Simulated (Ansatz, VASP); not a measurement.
# Ag in VASP and in Ansatz

```xyz
1
Lattice="0.0000 2.0431 2.0125 2.0431 0.0000 2.0125 2.0431 2.0431 0.0000" Properties=species:S:1:pos:R:3 pbc="T T T"
Ag    0.0000    0.0000    0.0000
```

Change from the starting cell: strain +0.000 along x and y, -0.015 along z, atoms carried along.

Alike in both runs: task single point; functional PBEsol; k mesh 20 × 20 × 20; occupations gaussian, width 0.15 eV; no spin polarisation.

|  | VASP | Ansatz |
| --- | --- | --- |
| version | VASP 6.6.1 | Ansatz 0.2.0 |
| potentials or method | VASP PAW PBE potentials, release 64 (Ag), cutoff 520 eV | scalar-relativistic, plane waves, PAW |
| valence electrons in the cell | 11 | 19 |

|  | VASP | Ansatz | Ansatz less VASP |
| --- | --- | --- | --- |
| gap on the k mesh at the Fermi level (eV) | none | none | - |
| pressure (GPa) | -1.2 | -1.0 | +0.22 |
| traceless stress, the component that is largest in VASP (GPa) | 0.38 | 0.39 | +0.005 |

VASP's potentials were made for PBE, not for PBEsol. A gap of «none» marks a metal or a gap that the smearing closes. The functional is the same, so the differences come from potentials, cutoffs and numerics. VASP's potentials hold 11 valence electrons a cell and Ansatz's 19, so a difference there can come from the potentials and not from the codes.
